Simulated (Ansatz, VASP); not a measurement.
One calculation of KCl, two programs

```
K Cl
1.0
     3.89330    0.00000    0.00000
     0.00000    3.89330    0.00000
     0.00000    0.00000    3.89330
K Cl
1 1
Direct
  0.00000 0.00000 0.00000
  0.50000 0.50000 0.50000
```

Alike in both runs: task single point; functional PBE; k mesh 6 × 6 × 6; occupations gaussian, width 0.02 eV; no spin polarisation.

```csv
,VASP,Ansatz
version,VASP 6.6.1,Ansatz 0.2.0
potentials or method,"VASP PAW PBE potentials, release 64 (K_sv, Cl), cutoff 500 eV","scalar-relativistic, plane waves, PAW"
valence electrons in the cell,16,16
```

|  | VASP | Ansatz | Ansatz less VASP |
| --- | --- | --- | --- |
| gap on the k mesh at the Fermi level (eV) | 4.63 | 4.63 | +0.001 |
| least direct gap on the mesh (eV) | 4.82 | 4.82 | +0.001 |
| pressure (GPa) | -0.8 | -0.8 | +0.01 |
